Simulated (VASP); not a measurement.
# Si (I4/mmm) in VASP: notebook

Runs on Si. Level: PBE. Tasks: single point.

Everything below comes from runs of VASP 6.6.1. Logs are shortened: lines on timing, memory, paths and dates and some standing lists are left out, and cuts for length are marked.

## Step 1: The cell of the first run

The structure is tetragonal, space group I4/mmm (No. 139). The conventional cell has a = 7.052 Å, b = 7.052 Å, c = 3.754 Å, α = 90.00°, β = 90.00°, γ = 90.00°. Si (site symmetry m2m) has 4 Si at 2.36 to 2.52 Å within 3.1 Å.

## Step 2: Single point, PBE (23.34 Å³/atom)

File INCAR:

```
SYSTEM = Si
  PREC = Accurate
  ENCUT = 520
  EDIFF = 1E-7
  ISMEAR = 0
  SIGMA = 0.05
  LREAL = .FALSE.
  LASPH = .TRUE.
  NELM = 100
  ALGO = Normal
  ISIF = 2
  LWAVE = .FALSE.
  LCHARG = .TRUE.
  GGA = PE
  LELF = .TRUE.
  LVHAR = .TRUE.
  NBANDS = 16
```

File KPOINTS:

```
Automatic mesh
0
G
  12 12 12
  0 0 0
```

File POSCAR:

```
Si
1.0
   -3.5258415370      3.5258415370      1.8771580343
    3.5258415370     -3.5258415370      1.8771580343
    3.5258415370      3.5258415370     -1.8771580343
Si
4
Direct
    0.1786105079      0.1786105079      0.3572210158
    0.8213894921      0.8213894921      0.6427789842
    0.1786105079      0.8213894921      0.0000000000
    0.8213894921      0.1786105079      0.0000000000
```

Potentials or basis: VASP PAW PBE potentials, release 64 (Si).

The run is started by

```
cat potpaw_PBE.64/Si/POTCAR > POTCAR
mpirun -np 1 vasp_std > vasp.out
```

OUTCAR:

```text
SYSTEM = Si
   PREC = Accurate
   ENCUT = 520
   EDIFF = 1E-7
   ISMEAR = 0
   LREAL = .FALSE.
   LASPH = .TRUE.
   NELM = 100
   ISIF = 2
   GGA = PE

 ion  position               nearest neighbor table
   1  0.179  0.179  0.357-   2 2.36   2 2.36   3 2.52   4 2.52
   2  0.821  0.821  0.643-   1 2.36   1 2.36   4 2.52   3 2.52
   3  0.179  0.821  0.000-   4 2.36   4 2.36   2 2.52   1 2.52
   4  0.821  0.179  0.000-   3 2.36   3 2.36   2 2.52   1 2.52

  LATTYP: Found a body centered tetragonal cell.
 ALAT       =     7.0516830740
 C/A-ratio  =     0.5324000000

  Lattice vectors:

 A1 = (  -3.5258415370,   3.5258415370,   1.8771580343)
 A2 = (   3.5258415370,  -3.5258415370,   1.8771580343)
 A3 = (   3.5258415370,   3.5258415370,  -1.8771580343)

Analysis of symmetry for initial positions (statically):
=====================================================================
 Subroutine PRICEL returns:
 Original cell was already a primitive cell.

 Routine SETGRP: Setting up the symmetry group for a
 body centered tetragonal supercell.

 Subroutine GETGRP returns: Found 16 space group operations
 (whereof 16 operations were pure point group operations)
 out of a pool of 16 trial point group operations.

The static configuration has the point symmetry D_4h.

Analysis of symmetry for dynamics (positions and initial velocities):
=====================================================================
 Subroutine PRICEL returns:
 Original cell was already a primitive cell.

 Routine SETGRP: Setting up the symmetry group for a
 body centered tetragonal supercell.

 Subroutine GETGRP returns: Found 16 space group operations
 (whereof 16 operations were pure point group operations)
 out of a pool of 16 trial point group operations.

The dynamic configuration has the point symmetry D_4h.

 Subroutine INISYM returns: Found 16 space group operations
 (whereof 16 operations are pure point group operations),
 and found     1 'primitive' translations

----------------------------------------------------------------------------------------

                                     Primitive cell

  volume of cell :      93.3440

  direct lattice vectors                    reciprocal lattice vectors
    -3.525841537  3.525841537  1.877158034     0.000000000  0.141810117  0.266360099
     3.525841537 -3.525841537  1.877158034     0.141810117  0.000000000  0.266360099
     3.525841537  3.525841537 -1.877158034     0.141810117  0.141810117  0.000000000

  length of vectors
     5.327930121  5.327930121  5.327930121     0.301757869  0.301757869  0.200549790

  position of ions in fractional coordinates (direct lattice)
     0.178610508  0.178610508  0.357221016
     0.821389492  0.821389492  0.642778984
     0.178610508  0.821389492  0.000000000
     0.821389492  0.178610508  0.000000000

  ion indices of the primitive-cell ions
   primitive index   ion index
                 1           1
                 2           2
                 3           3
                 4           4

----------------------------------------------------------------------------------------

 KPOINTS: Automatic mesh

Automatic generation of k-mesh.
 Grid dimensions read from file:
 generate k-points for:   12   12   12

 Generating k-lattice:

  Cartesian coordinates                     Fractional coordinates (reciprocal lattice)
     0.000000000  0.011817510  0.022196675     0.083333333  0.000000000  0.000000000
     0.011817510  0.000000000  0.022196675     0.000000000  0.083333333  0.000000000
     0.011817510  0.011817510  0.000000000     0.000000000  0.000000000  0.083333333

  Length of vectors
     0.025146489  0.025146489  0.016712483

  Shift w.r.t. Gamma in fractional coordinates (k-lattice)
     0.000000000  0.000000000  0.000000000

 Subroutine IBZKPT returns following result:
 ===========================================

 Found    163 irreducible k-points:

 Following reciprocal coordinates:
            Coordinates               Weight
  0.000000  0.000000  0.000000      1.000000
  0.083333  0.000000 -0.000000      8.000000
  0.166667  0.000000 -0.000000      8.000000
  0.250000  0.000000  0.000000      8.000000
  0.333333  0.000000 -0.000000      8.000000
  0.416667  0.000000 -0.000000      8.000000
[... 16 lines left out ...]
  0.500000  0.166667  0.000000     16.000000
 -0.416667  0.166667  0.000000     16.000000
 [... further k-points ...]
   k-points           NKPTS =    163   k-points in BZ     NKDIM =    163   number of bands    NBANDS=     16
   number of dos      NEDOS =    301   number of ions     NIONS =      4
   total plane-waves  NPLWV =  64000
   dimension x,y,z NGX =    40 NGY =   40 NGZ =   40
   dimension x,y,z NGXF=    80 NGYF=   80 NGZF=   80
   ions per type =               4
   NGX,Y,Z   is equivalent  to a cutoff of  12.48, 12.48, 12.48 a.u.
   NGXF,Y,Z  is equivalent  to a cutoff of  24.96, 24.96, 24.96 a.u.
 SYSTEM =  Si
   PREC   = accura    normal or accurate (medium, high low for compatibility)
   ISTART =      0    job   : 0-new  1-cont  2-samecut
   ICHARG =      2    charge: 1-file 2-atom 10-const
   ISPIN  =      1    spin polarized calculation?
   LNONCOLLINEAR =      F non collinear calculations
   LSORBIT =      F    spin-orbit coupling
   LASPH  =      T    aspherical Exc in radial PAW
   ENCUT  =  520.0 eV  38.22 Ry    6.18 a.u.   9.91  9.91  9.91*2*pi/ulx,y,z
   NELM   =    100;   NELMIN=  2; NELMDL= -5     # of ELM steps
   EDIFF  = 0.1E-06   stopping-criterion for ELM
   LREAL  =      F    real-space projection
   EDIFFG = 0.1E-05   stopping-criterion for IOM
   NSW    =      0    number of steps for IOM
   IBRION =     -1    ionic relax: 0-MD 1-quasi-New 2-CG
   NFREE  =      0    steps in history (QN), initial steepest desc. (CG)
   ISIF   =      2    stress and relaxation
   ISYM   =      2    0-nonsym 1-usesym 2-fastsym
   POTIM  = 0.5000    time-step for ionic-motion
   TEBEG  =    0.0;   TEEND  =   0.0 temperature during run
   PSTRESS=    0.0 pullay stress
   NELECT =      16.0000    total number of electrons
   NUPDOWN=      -1.0000    fix difference up-down
   EMIN   =  10.00;   EMAX   =-10.00  energy-range for DOS
   EFERMI =   0.00;   METHOD = LEGACY
   ISMEAR =     0;   SIGMA  =   0.05  broadening in eV -4-tet -1-fermi 0-gaus
   EFERMI_NEDOS =   21; number of points for ismear=-14 and -15
   IALGO  =     38    algorithm
   IMIX   =      4    mixing-type and parameters
     AMIX     =   0.40;   BMIX     =  1.00
     AMIX_MAG =   1.60;   BMIX_MAG =  1.00
  volume/ion in A,a.u.               =      23.34       157.48
  Fermi-wavevector in a.u.,A,eV,Ry     =   0.909395  1.718508 11.252015  0.827000
  Thomas-Fermi vector in A             =   2.033435
   LORBIT       =      0    0 simple, 1 ext, 2 COOP (PROOUT), +10 PAW based schemes
   GGA     = PE    functional components
   LHFCALC =     F    Hartree Fock is set to
   AEXX    =    0.0000 exact exchange contribution
   IVDW    =     0    specifies the selected vdW correction
   LEPSILON=     F    determine dielectric tensor
   LRPA    =     F    only Hartree local field effects (RPA)
 non-spin polarized calculation
 Gauss-broadening in eV      SIGMA  =   0.05
  energy-cutoff  :      520.00
  volume of cell :       93.34
 maximum number of plane-waves:      2539
   NGX = 19   NGY = 19   NGZ = 19

 number of electron      16.0000000 magnetization

 Free energy of the ion-electron system (eV)
  ---------------------------------------------------
  ext. energy  EPLUGINS =         0.00000000
  ---------------------------------------------------
  free energy    TOTEN  =       -20.99685136 eV

  energy without entropy =      -20.99678982  energy(sigma->0) =      -20.99682059

 E-fermi :   4.5484     XC(G=0):  -8.7210

 val. band max:        4.5361505659   @ k =   0.5000   0.5000   0.5000
 cond. band min:       4.5681691469   @ k =   0.2500   0.2500   0.2500
 fundamental gap:      0.0320185811
 Fermi energy:         4.5484009038

 k-point     1 :       0.0000    0.0000    0.0000
  band No.  band energies     occupation
      1      -6.8660      2.00000
      2      -3.5707      2.00000
      3      -0.8120      2.00000
      4      -0.8120      2.00000
      5       1.1564      2.00000
      6       3.5768      2.00000
[... 8 lines left out ...]
     15      10.8963      0.00000
     16      11.5356      0.00000

 k-point     2 :       0.0833    0.0000   -0.0000
  band No.  band energies     occupation
      1      -6.7874      2.00000
      2      -3.5548      2.00000
      3      -0.8781      2.00000
      4      -0.7175      2.00000
      5       1.2180      2.00000
      6       3.0809      2.00000
[... 8 lines left out ...]
     15      10.3429      0.00000
     16      12.0245      0.00000

 k-point     3 :       0.1667    0.0000   -0.0000
  band No.  band energies     occupation
      1      -6.5537      2.00000
      2      -3.4939      2.00000
      3      -1.0819      2.00000
      4      -0.5041      2.00000
      5       1.3474      2.00000
      6       2.1389      2.00000
[... 8 lines left out ...]
     15       9.7080      0.00000
     16      11.3327      0.00000

 k-point     4 :       0.2500    0.0000    0.0000
  band No.  band energies     occupation
      1      -6.1732      2.00000
      2      -3.3621      2.00000
      3      -1.4728      2.00000
      4      -0.4364      2.00000
      5       1.2588      2.00000
      6       1.4962      2.00000
[... 8 lines left out ...]
     15      10.6841      0.00000
     16      10.9107      0.00000
[... 324 lines left out ...]
 k-point    22 :       0.4167    0.1667    0.0000
  band No.  band energies     occupation
      1      -4.8181      2.00000
      2      -3.4277      2.00000
      3      -2.8987      2.00000
      4      -1.1105      2.00000
      5       0.4346      2.00000
      6       2.0360      2.00000
[... 8 lines left out ...]
     15      10.8437      0.00000
     16      11.8277      0.00000

 k-point    23 :       0.5000    0.1667    0.0000
  band No.  band energies     occupation
      1      -5.3308      2.00000
      2      -3.7545      2.00000
      3      -2.3541      2.00000
      4      -0.5228      2.00000
      5       0.5836      2.00000
      6       1.9726      2.00000
[... 8 lines left out ...]
     15      10.6474      0.00000
     16      11.8548      0.00000

 k-point    24 :      -0.4167    0.1667    0.0000
  band No.  band energies     occupation
      1      -5.8668      2.00000
      2      -3.9873      2.00000
      3      -1.7740      2.00000
      4      -0.0597      2.00000
      5       1.0679      2.00000
      6       1.9245      2.00000
[... 8 lines left out ...]
     15      10.3973      0.00000
     16      11.0782      0.00000

 [... further k-points ...]
[... 5 lines left out ...]
  --------------------------------------------------------------------------------------
  -------------------------------------------------------------------------------------
  Total       -4.9868900     -4.9868900      1.6624832      0.0000000      0.0000000     -0.0000000
  in kB      -85.5960973    -85.5960973     28.5352338      0.0000000      0.0000000     -0.0000000
  external PRESSURE =     -47.5523203 kB  Pullay stress =       0.0000000 kB

 VOLUME and BASIS-vectors are now :
 -----------------------------------------------------------------------------
  energy-cutoff  :      520.00
  volume of cell :       93.34
      direct lattice vectors                 reciprocal lattice vectors
    -3.525841537  3.525841537  1.877158034     0.000000000  0.141810117  0.266360099
     3.525841537 -3.525841537  1.877158034     0.141810117  0.000000000  0.266360099
     3.525841537  3.525841537 -1.877158034     0.141810117  0.141810117  0.000000000

 POSITION                                       TOTAL-FORCE (eV/Angst)
 -----------------------------------------------------------------------------------
      1.25950      1.25950     -0.00000        -0.449514     -0.449514     -0.000000
      2.26634      2.26634      1.87716         0.449514      0.449514      0.000000
      2.26634     -2.26634      1.87716         0.449514     -0.449514      0.000000
     -2.26634      2.26634      1.87716        -0.449514      0.449514     -0.000000
 -----------------------------------------------------------------------------------
    total drift:                               -0.000000     -0.000000      0.000000

  FREE ENERGIE OF THE ION-ELECTRON SYSTEM (eV)
  ---------------------------------------------------
  free  energy   TOTEN  =       -20.9968513586 eV

  energy  without entropy=      -20.9967898230  energy(sigma->0) =      -20.99682059
```

Run time: 3.8 min. Hardware: 1 thread of AMD EPYC 7R13 (Zen 3), shared host; peak memory 0.31 GiB.

Results:

```yaml
Free_energy: -20.9969 eV
Pressure: -4.8 GPa
Largest_force: 0.636 eV/Å
Band_gap_on_the_k_mesh: 0.03 eV (least direct gap 1.31 eV)
```

Forces on the atoms (eV/Å):
```
Si  -0.450 -0.450  0.000
Si   0.450  0.450  0.000
Si   0.450 -0.450  0.000
Si  -0.450  0.450  0.000
```

Stress tensor (GPa, compression positive):
```
-8.56  0.00  0.00
 0.00 -8.56  0.00
 0.00  0.00  2.85
```

Levels at points of the mesh, in eV from the valence-band top:
```tsv
k point	band 4	band 5	band 6	band 7	band 8	band 9	band 10	band 11	band 12	band 13
(0.00, 0.00, 0.00)	-5.35	-3.38	-0.96	-0.96	-0.35	1.05	1.05	2.22	2.76	2.76
(0.50, 0.00, 0.00)	-6.11	-3.96	-3.13	-1.98	-1.52	0.91	1.91	2.93	3.41	3.58
(0.50, 0.50, 0.00)	-4.83	-2.64	-1.99	-1.30	-1.03	1.81	2.26	2.55	3.38	4.59
(0.50, 0.50, 0.50)	-4.47	-2.06	-0.15	-0.15	0.00	1.31	1.91	2.61	3.96	4.84
```

Caveat: the cell stands under tension. A k mesh can miss the band edges.

## Step 3: Single point, PBE (23.34 Å³/atom)

File INCAR:

```
  PREC = Accurate
  ENCUT = 520
  EDIFF = 1E-6
  ISMEAR = 0
  SIGMA = 0.05
  LREAL = False
  LASPH = True
  NELM = 80
  ALGO = Normal
  ISIF = 2
  LWAVE = False
  LCHARG = False
  GGA = PE
  NBANDS = 16
```

File KPOINTS:

```
Automatic mesh
0
Gamma
  12 12 12
```

File POSCAR:

```
Si
1.0
   -3.4325402058      3.4325402058      1.9805925921
    3.4325402058     -3.4325402058      1.9805925921
    3.4325402058      3.4325402058     -1.9805925921
Si
4
Direct
    0.1786105079      0.1786105079      0.3572210158
    0.8213894921      0.8213894921      0.6427789842
    0.1786105079      0.8213894921      0.0000000000
    0.8213894921      0.1786105079      0.0000000000
```

Potentials or basis: VASP PAW PBE potentials, release 64 (Si).

The run is started by

```
cat potpaw_PBE.64/Si/POTCAR > POTCAR
mpirun -np 1 vasp_std > vasp.out
```

Run time: 3.3 min. Hardware: 1 thread of AMD EPYC 7R13 (Zen 3), shared host; peak memory 0.31 GiB.

It converged, with:

| Item | Value |
| --- | --- |
| Free energy | -21.1704 eV |
| Pressure | -5.4 GPa |
| Largest force | 0.098 eV/Å |
| Band gap on the k mesh | 0.25 eV (least direct gap 0.50 eV) |

Forces on the atoms (eV/Å):
```
Si  -0.069 -0.069  0.000
Si   0.069  0.069  0.000
Si   0.069 -0.069  0.000
Si  -0.069  0.069  0.000
```

Stress tensor (GPa, compression positive):
```
-5.30  0.00  0.00
 0.00 -5.30  0.00
 0.00  0.00 -5.54
```

Levels at points of the mesh, in eV from the valence-band top:
```tsv
k point	band 6	band 7	band 8	band 9	band 10	band 11
(0.00, 0.00, 0.00)	-1.35	-1.35	-0.47	1.39	1.39	1.55
(0.50, 0.00, 0.00)	-3.14	-2.12	-1.30	1.01	2.25	3.10
(0.50, 0.50, 0.00)	-1.80	-1.67	-1.45	1.56	1.96	1.96
(0.50, 0.50, 0.50)	-0.20	0.00	0.00	0.50	2.17	3.33
```

Caveat: the cell stands under tension. A k mesh can miss the band edges.
